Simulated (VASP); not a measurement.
**HfB2: single point with BLYP+D3(BJ)**

The system is HfB2.

```xyz
3
Lattice="3.0665 0.0000 0.0000 -1.5333 2.6557 0.0000 0.0000 0.0000 3.4201" Properties=species:S:1:pos:R:3 pbc="T T T"
Hf    0.0000    0.0000    0.0000
B     0.0000    1.7705    1.7100
B     1.5333    0.8852    1.7100
```

This cell differs from its parent crystal: volume scaled by 0.96.

```
Program             : VASP 6.6.1
Task                : single point
Functional          : BLYP
Dispersion          : D3(BJ)
Potentials or basis : VASP PAW PBE potentials, release 64 (Hf_pv, B)
Cutoff              : 520 eV
k mesh              : 8 × 8 × 8
Occupations         : gaussian, width 0.05 eV
Spin                : no spin polarisation
```

```yaml
Pressure: 11.9 GPa
Band_gap_on_the_k_mesh: zero (band 8 reaches 9.41 eV, above the bottom of band 9 at 8.67 eV)
Dispersion_energy_per_atom: -0.893 eV
```

Stress tensor (GPa, compression positive):
```
11.71  0.00  0.00
 0.00 11.71  0.00
 0.00  0.00 12.39
```

Levels at points of the mesh, in eV from the Fermi level:
```tsv
k point	band 6	band 7	band 8	band 9	band 10	band 11
(0.00, 0.00, 0.00)	-3.00	-3.00	-2.73	4.29	4.29	4.83
(0.50, 0.00, 0.00)	-4.36	-3.48	-2.92	2.27	2.90	6.00
(0.00, 0.00, 0.50)	-1.25	-1.25	0.46	0.46	1.07	1.07
(0.50, 0.00, 0.50)	-5.15	-4.82	-2.36	4.41	4.61	6.66
```

Wall time 13 s on 1 thread of Intel(R) Xeon(R) 6975P-C (Granite Rapids), with other jobs on the host, peak memory 0.16 GiB.

Caveat: the PAW data sets were made with another functional, which shifts forces and pressure a little; spin-orbit coupling is left out, which moves the levels of the heavy elements; pairwise dispersion overbinds metals, which lowers pressure and volume.
